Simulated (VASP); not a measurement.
Set up this calculation in VASP 6.6.1, as the native input.

| Quantity | Value |
| --- | --- |
| Task | single point |
| Functional | PBE |
| Potentials or basis | VASP PAW PBE potentials, release 64 (Hg, Te) |
| Cutoff | 520 eV |
| k mesh | 6 × 6 × 6 |
| Occupations | fermi-dirac, width 0.02 eV |
| Spin | no spin polarisation |
| Dipole correction | no |
| Further INCAR settings | ALGO = Normal; EDIFF = 1e-06; NBANDS = 16 |

The structure of HgTe (Coloradoite) lies in POSCAR:

```
HgTe
1.0
    0.0000000000      3.2891972970      3.2891972970
    3.2891972970      0.0000000000      3.2891972970
    3.2891972970      3.2891972970      0.0000000000
Hg Te
1 1
Direct
    0.0000000000      0.0000000000      0.0000000000
    0.2500000000      0.2500000000      0.2500000000
```

These files were run (other wordings do the same):

INCAR

```
SYSTEM = HgTe
  PREC = Accurate
  ENCUT = 520
  EDIFF = 1E-6
  ISMEAR = -1
  SIGMA = 0.02
  LREAL = .FALSE.
  LASPH = .TRUE.
  NELM = 100
  ALGO = Normal
  ISIF = 2
  LWAVE = .FALSE.
  LCHARG = .FALSE.
  GGA = PE
  NBANDS = 16
```

KPOINTS

```
regular mesh
0
G
  6 6 6
  0 0 0
```

Potentials or basis: VASP PAW PBE potentials, release 64 (Hg, Te).

Launch:

```bash
$ cat potpaw_PBE.64/Hg/POTCAR potpaw_PBE.64/Te/POTCAR > POTCAR
$ mpirun -np 1 vasp_std > vasp.out
```

It gave:

- Pressure: 1.3 GPa
- Band gap on the k mesh: zero (filled and empty bands touch)

Caveat: spin-orbit coupling is left out, which moves the levels of the heavy elements.

Wall time 43 s on 1 thread of AMD EPYC 7R13 (shared host), peak memory 0.18 GiB.
